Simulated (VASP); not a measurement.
A run of VASP 6.6.1:

INCAR

```
SYSTEM = Ti3Si
PREC     = Accurate       ! precision mode
ENCUT    = 600            ! plane-wave cutoff, eV
EDIFF    = 1E-6           ! SCF threshold, eV
ISMEAR   = -1             ! smearing method
SIGMA    = 0.1            ! smearing width, eV
LREAL    = .False.        ! projectors in reciprocal space
LASPH    = .True.         ! aspherical terms in the spheres
NELM     = 100            ! most SCF steps
ALGO     = Normal         ! electronic algorithm
ISIF     = 3              ! what is computed and relaxed
LWAVE    = .False.        ! write WAVECAR
LCHARG   = .False.        ! write CHGCAR
GGA      = CA             ! functional
IBRION   = 2              ! ionic algorithm
NSW      = 80             ! ionic steps
EDIFFG   = -0.01          ! ionic threshold
PSTRESS  = 100.0
```

Contents of KPOINTS:

```
Automatic mesh
0
Gamma
  8 8 8
  0 0 0
```

The input POSCAR:

```
Ti3Si
1.0
    0.0000000000      3.1443560000      3.1443560000
    3.1443560000      0.0000000000      3.1443560000
    3.1443560000      3.1443560000      0.0000000000
Ti Si
3 1
Direct
    0.7500000000      0.7500000000      0.7500000000
    0.2500000000      0.2500000000      0.2500000000
    0.0000000000      0.0000000000      0.0000000000
    0.5000000000      0.5000000000      0.5000000000
```

Potentials or basis: VASP PAW LDA potentials, release 64 (Ti_sv, Si).

Launch:

```bash
$ cat potpaw_LDA.64/Ti_sv/POTCAR potpaw_LDA.64/Si/POTCAR > POTCAR
$ mpirun -np 1 vasp_std > vasp.out
```

Hardware: 1 thread of Intel Xeon 8259CL, with other jobs on the host.

Problem. How long does it take, and how much memory?

Solution. Wall time 7.2 min on 1 thread of Intel Xeon 8259CL (shared host), peak memory 0.21 GiB. Counts: scf iterations 80, k points 29, ion steps 7.
